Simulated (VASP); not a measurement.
The system is CsNb2.

```
CELL_PARAMETERS angstrom
0.00000 3.61188 3.61188
3.61188 0.00000 3.61188
3.61188 3.61188 0.00000
ATOMIC_POSITIONS crystal
Cs 0.00000 0.00000 0.00000
Nb 0.25000 0.25000 0.25000
Nb 0.75000 0.75000 0.75000
```

| Quantity | Value |
| --- | --- |
| Program | VASP 6.6.1 |
| Task | relaxation of cell and atoms |
| Functional | PBE |
| Potentials or basis | VASP PAW PBE potentials, release 64 (Cs_sv, Nb_sv) |
| Cutoff | 600 eV |
| k mesh | 4 × 4 × 4 |
| Occupations | gaussian, width 0.1 eV |
| Spin | no spin polarisation |

At the start: pressure -9.0 GPa; volume 31.41 Å³/atom.

Question: How do energy, volume and symmetry change on relaxing?

Answer: Over 4 steps the energy falls by 308.5 meV/atom and the volume is 23.53 Å³/atom (-25.1 %); space group Fm-3m (No. 225, to 0.05 Å).

The path:
| step | energy change (eV) | largest force (eV/Å) | pressure (GPa) | volume (Å³) |
| --- | --- | --- | --- | --- |
| 1 | 0.0000 | 0.0000 | -9.03 | 94.24 |
| 2 | -0.9170 | 0.0000 | -1.72 | 72.09 |
| 3 | -0.9250 | 0.0000 | 0.46 | 70.17 |
| 4 | -0.9255 | 0.0000 | -0.07 | 70.60 |

Final structure:
```xyz
3
Lattice="0.0000 3.2805 3.2805 3.2805 0.0000 3.2805 3.2805 3.2805 0.0000" Properties=species:S:1:pos:R:3 pbc="T T T"
Cs    0.0000    0.0000    0.0000
Nb    1.6402    1.6402    1.6402
Nb    4.9207    4.9207    4.9207
```

Caveat: the k points lie up to 0.41 Å⁻¹ apart in the final cell; the volume moved by over 15 % at a fixed basis, so the end points are rough.
